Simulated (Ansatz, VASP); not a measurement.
# P: VASP beside Ansatz

File INCAR:

```
SYSTEM = P
PREC     = Accurate       ! precision mode
ENCUT    = 520            ! plane-wave cutoff, eV
EDIFF    = 1E-6           ! SCF threshold, eV
ISMEAR   = 0              ! smearing method
SIGMA    = 0.05           ! smearing width, eV
LREAL    = .FALSE.        ! projectors in reciprocal space
LASPH    = .TRUE.         ! aspherical terms in the spheres
NELM     = 80             ! most SCF steps
ALGO     = Normal         ! electronic algorithm
ISIF     = 2              ! what is computed and relaxed
LWAVE    = .FALSE.        ! write WAVECAR
LCHARG   = .TRUE.         ! write CHGCAR
GGA      = PS             ! functional
LELF     = .TRUE.         ! ELF
LVHAR    = .TRUE.       
NBANDS   = 18             ! bands
```

KPOINTS

```
Automatic mesh
0
G
  8 1 6
  0 0 0
```

Contents of POSCAR:

```
P
1.0
    3.1852158884      0.0000000000      0.0000000000
    0.0000000000     33.8113200603      0.0000000000
    0.0000000000      0.0000000000      4.7015659806
P
4
Direct
    0.0000000000      0.9702614300      0.5921507200
    0.0000000000      0.0297385700      0.4078492800
    0.5000000000      0.0297385700      0.0921507200
    0.5000000000      0.9702614300      0.9078492800
```

Input for Ansatz:

```yaml
crystal:
  lattice:
    - [3.1852158884, 0.0, 0.0]
    - [0.0, 33.8113200603, 0.0]
    - [0.0, 0.0, 4.7015659806]
  atoms:
    - { symbol: P, position: [0.0, 0.97026143, 0.59215072] }
    - { symbol: P, position: [0.0, 0.02973857, 0.40784928] }
    - { symbol: P, position: [0.5, 0.02973857, 0.09215072] }
    - { symbol: P, position: [0.5, 0.97026143, 0.90784928] }
basis:
  ecutwfc: 420
kpoints:
  mp_grid: { grid: [8, 1, 6] }
hamiltonian:
  xc: pbesol
scf:
  occupations: { method: gaussian, width: 0.05 }
output:
  forces: true
  stress: true
  eigenvalues: true
```

Change from the starting cell: strain -0.030 along x and y, +0.015 along z, atoms carried along.

Alike in both runs: task single point; functional PBEsol; k mesh 8 × 1 × 6; occupations gaussian, width 0.05 eV; no spin polarisation.

```csv
,VASP,Ansatz
version,VASP 6.6.1,Ansatz 0.2.0
potentials or method,"VASP PAW PBE potentials, release 64 (P), cutoff 520 eV","scalar-relativistic, plane waves, PAW"
valence electrons in the cell,20,20
```

Ansatz gave:

```
gap on the k mesh at the Fermi level (eV) : 1.07
least direct gap on the mesh (eV)         : 1.10
rms of the force components (eV/Å)        : 0.345
```

Problem. What did VASP give for the same quantities?

Solution. gap on the k mesh at the Fermi level (eV): 1.09; least direct gap on the mesh (eV): 1.11; rms of the force components (eV/Å): 0.333.

VASP's potentials were made for PBE, not for PBEsol. Atom by atom the forces differ by 0.012 eV/Å (rms over components).
